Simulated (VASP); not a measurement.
## MgO: single point with PBE-based screened hybrid

The system is MgO.

```
Mg O
1.0
     0.00000    2.10217    2.10217
     2.10217    0.00000    2.10217
     2.10217    2.10217    0.00000
Mg O
1 1
Cartesian
  0.0000 0.0000 0.0000
  2.1022 2.1022 2.1022
```

| Quantity | Value |
| --- | --- |
| Program | VASP 6.6.1 |
| Task | single point |
| Functional | PBE-based screened hybrid |
| Potentials or basis | VASP PAW PBE potentials, release 64 (Mg, O) |
| Cutoff | 520 eV |
| k mesh | 6 × 6 × 6 |
| Occupations | gaussian, width 0.01 eV |
| Spin | no spin polarisation |

```yaml
Pressure: 1.4 GPa
Band_gap_on_the_k_mesh: 6.01 eV, direct
```

Levels at points of the mesh, in eV from the valence-band top:
| k point | band 1 | band 2 | band 3 | band 4 | band 5 | band 6 | band 7 | band 8 |
| --- | --- | --- | --- | --- | --- | --- | --- | --- |
| (0.00, 0.00, 0.00) | -18.25 | 0.00 | 0.00 | 0.00 | 6.01 | 17.23 | 17.23 | 17.23 |
| (0.50, 0.00, 0.00) | -16.91 | -4.85 | -0.70 | -0.70 | 9.21 | 14.26 | 17.80 | 17.80 |
| (0.50, 0.50, 0.00) | -16.64 | -4.31 | -1.44 | -1.44 | 10.38 | 11.38 | 14.75 | 20.73 |

Run time: 5.9 min on 1 thread of Intel(R) Xeon(R) Platinum 8488C (Sapphire Rapids), with other jobs on the host, peak memory 0.25 GiB.

Caveat: the k points lie up to 0.43 Å⁻¹ apart; the PAW data sets were made with another functional, which shifts forces and pressure a little.
